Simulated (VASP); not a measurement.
Write the native input for VASP 6.6.1 that does the following.

```yaml
Task: relaxation of shape and atoms at fixed volume
Functional: PBE
Dispersion: D3(BJ)
Potentials_or_basis: VASP PAW PBE potentials, release 64 (Si, O)
Cutoff: 600 eV
k_mesh: 12 × 12 × 12
Occupations: gaussian, width 0.02 eV
Spin: no spin polarisation
Dipole_correction: no
Further_INCAR_settings: ALGO = Normal; EDIFF = 1e-06; IBRION = 2; EDIFFG = -0.01; NSW = 50; ISIF = 4
```

The structure of SiO2 lies in POSCAR:

```
SiO2
1.0
    1.3270616124      0.7661793792      4.4053309542
   -1.3270616124      0.7661793792      4.4053309542
    0.0000000000     -1.5323587584      4.4053309542
Si O
1 2
Direct
    0.5000000000      0.5000000000      0.5000000000
    0.7648752520      0.7648752520      0.7648752520
    0.2351247480      0.2351247480      0.2351247480
```

One way to write it, as run:

INCAR

```
PREC     = Accurate       # precision mode
ENCUT    = 600            # plane-wave cutoff, eV
EDIFF    = 1E-6           # SCF threshold, eV
ISMEAR   = 0              # smearing method
SIGMA    = 0.02           # smearing width, eV
LREAL    = F              # projectors in reciprocal space
LASPH    = T              # aspherical terms in the spheres
NELM     = 80             # most SCF steps
ALGO     = Normal         # electronic algorithm
ISIF     = 4              # what is computed and relaxed
LWAVE    = F              # write WAVECAR
LCHARG   = F              # write CHGCAR
GGA      = PE             # functional
IVDW     = 12             # dispersion correction
IBRION   = 2              # ionic algorithm
NSW      = 50             # ionic steps
EDIFFG   = -0.01          # ionic threshold
```

KPOINTS

```
regular mesh
0
Gamma
  12 12 12
```

Potentials or basis: VASP PAW PBE potentials, release 64 (Si, O).

Launch:

```bash
$ cat potpaw_PBE.64/Si/POTCAR potpaw_PBE.64/O/POTCAR > POTCAR
$ mpirun -np 1 vasp_std > vasp.out
```

Results of the run:

```json
{
  "Energy gained by relaxing": "6.4 meV/atom",
  "Ionic steps": "4",
  "Pressure after relaxing": "3.3 GPa",
  "Largest force after relaxing": "0.004 eV/Å",
  "Band gap on the k mesh": "6.13 eV (least direct gap 6.29 eV)",
  "Dispersion energy per atom": "-0.201 eV"
}
```

Wall time 5.9 min on 1 thread of AMD EPYC 7R13 Processor (Zen 3), with other jobs on the host, peak memory 0.26 GiB.
